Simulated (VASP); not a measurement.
**ZrFe5Co14: single point with PBE**

System: ZrFe5Co14.

```xyz
20
Lattice="6.0450 -0.0588 -0.2216 -0.0588 6.4854 -0.0246 -0.2216 -0.0246 6.0709" Properties=species:S:1:pos:R:3 pbc="T T T"
Co    4.6417    0.2463    1.0882
Co    5.2335    3.4082    4.2632
Co    4.7401    5.3232    2.8924
Co    2.3377    1.9667    1.3294
Co    4.3060    3.2264    1.8019
Co    3.3767    2.7528    5.6303
Co    1.3699    5.6462    3.6053
Co    3.1204    5.0015    1.1712
Co    3.3435    5.2137    4.8169
Co    5.4717    4.4579    0.3638
Co    4.0303    1.3949    4.3545
Co    5.6351   -0.3438    4.9896
Co    2.9670    0.6224    2.8631
Co    2.5037    3.2647    3.4982
Fe    0.8520    5.9343    1.2637
Fe    1.9695    1.1727    5.3050
Fe    1.3028    4.2022    5.5658
Fe    6.2046    1.9598    0.2354
Fe    1.0749    3.7641    2.0468
Zr    0.2735    1.5814    3.1666
```

* Program: VASP 6.6.1
* Task: single point
* Functional: PBE
* Potentials or basis: VASP PAW PBE potentials, release 64 (Co, Fe, Zr_sv)
* Cutoff: 400 eV
* k mesh: 1 × 1 × 1, shifted
* Occupations: fermi-dirac, width 0.162 eV
* Spin: no spin polarisation

```json
{"Pressure": "-2.7 GPa", "Largest force": "5.358 eV/Å"}
```

Forces on the atoms (eV/Å):
```
Co   0.014  1.371 -1.292
Co   0.051  1.240 -0.039
Co   0.765  0.099 -0.137
Co  -0.264  0.426 -0.315
Co   0.723 -2.182  1.356
Co   0.096  4.268  3.238
Co  -0.840 -0.776  0.148
Co  -1.500  0.256 -0.140
Co   0.041  0.333  0.429
Co  -1.410 -0.898 -0.459
Co   3.019 -2.253 -0.325
Co   0.803  0.975 -0.092
Co  -0.135 -1.787 -1.449
Co   1.108  0.098  0.829
Fe   1.576  1.996 -0.220
Fe  -1.767 -2.489 -0.229
Fe  -0.186 -0.696  0.512
Fe  -0.563  0.462 -0.806
Fe  -1.396  0.927 -1.374
Zr  -0.135 -1.370  0.363
```

Stress tensor (GPa, compression positive):
```
-2.51  2.84  3.44
 2.84 -5.59  0.08
 3.44  0.08  0.04
```

Levels at points of the mesh, in eV from the Fermi level:
```tsv
k point	band 86	band 87	band 88	band 89	band 90	band 91	band 92	band 93
(0.25, 0.25, 0.25)	-0.14	-0.08	-0.05	-0.02	0.01	0.05	0.10	0.13
```

It took 89 s on 1 thread of Intel(R) Xeon(R) 6975P-C (Granite Rapids) (shared host), peak memory 0.25 GiB.

Caveat: the atoms stand as in a frame of molecular dynamics; the run has no spin polarisation, though such a crystal can be magnetic. Spin polarisation is off, so any magnetic state and its effect on volume and gap are missing.
